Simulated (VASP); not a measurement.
## HCl: single point with PBE+D3(BJ)

HCl:

```xyz
24
Lattice="8.4902 0.0000 0.0000 0.0000 8.4902 0.0000 0.0000 0.0000 8.4902" Properties=species:S:1:pos:R:3 pbc="T T T"
Cl    4.5049    8.5283    8.6777
Cl    2.1129    4.5377    2.7745
Cl    1.1043    1.8871    5.8242
Cl    1.5268   -0.0139    2.2452
Cl    6.0669    5.7582    7.4660
Cl    1.5181    6.7078    8.0570
Cl    7.5157    2.0194    8.6065
Cl    6.1079    4.5205    2.7825
Cl    6.6434    1.3115    3.8538
Cl    3.1766    3.0452    8.4303
Cl   -0.0751    6.5852    4.8130
Cl    3.5420    7.0822    5.2543
H     3.2603    8.0628    9.0190
H     1.1816    3.7778    2.2048
H     0.0033    1.6287    5.1153
H     2.0420    0.7432    3.1951
H     6.0936    4.7471    6.6241
H     2.2354    6.9909    7.0027
H     8.5808    1.9937    7.8112
H     6.0200    4.2045    1.4741
H     6.4026    2.5657    3.2908
H     3.9434    1.9549    8.5052
H     0.6918    5.8431    4.0881
H     4.7346    7.4704    5.4013
```

```
Program                : VASP 6.6.1
Task                   : single point
Functional             : PBE
Dispersion             : D3(BJ)
Potentials or basis    : VASP PAW PBE potentials, release 64 (Cl, H)
Cutoff                 : 520 eV
k mesh                 : 1 × 1 × 1
Occupations            : fermi-dirac, width 0.02 eV
Spin                   : no spin polarisation
Dipole correction      : no
Further INCAR settings : LREAL = Auto; ALGO = Normal; EDIFF = 1e-06; NBANDS = 66
```

The pressure is -0.7 GPa, the largest force is 1.450 eV/Å and the dispersion energy per atom is -0.062 eV.

Forces in eV/Å, atoms in the order of the input:
```
Cl  -0.925 -0.684  0.436
Cl  -0.889 -0.582 -0.286
Cl  -0.421 -0.116 -0.429
Cl   0.374  0.676  0.641
Cl   0.027 -0.720 -0.460
Cl   0.045 -0.037 -0.072
Cl   0.480  0.014 -0.220
Cl  -0.072 -0.335 -1.409
Cl  -0.213  1.170 -0.540
Cl   0.365 -0.095 -0.121
Cl  -0.230  0.049  0.198
Cl  -0.741 -0.208 -0.464
H    1.194  0.492 -0.351
H    0.803  0.626  0.429
H    0.441  0.125  0.300
H   -0.332 -0.512 -0.525
H    0.027  0.597  0.571
H   -0.080 -0.070  0.154
H   -0.568  0.034  0.246
H    0.046  0.381  1.211
H    0.254 -1.229  0.714
H   -0.481  0.324 -0.028
H    0.150 -0.143 -0.241
H    0.746  0.243  0.246
```

Stress tensor (GPa, compression positive):
```
-0.68 -0.36 -0.26
-0.36 -0.73 -0.09
-0.26 -0.09 -0.67
```

Levels at points of the mesh, in eV from the Fermi level:
```
           k point  band 45  band 46  band 47  band 48  band 49  band 50  band 51  band 52
(0.00, 0.00, 0.00)    -0.71    -0.63    -0.53    -0.48     4.54     5.40     5.78     5.87
```

Wall time 63 s on 1 thread of Intel(R) Xeon(R) Platinum 8488C (Sapphire Rapids), with other jobs on the host, peak memory 0.53 GiB.

Caveat: the k points lie up to 0.74 Å⁻¹ apart.
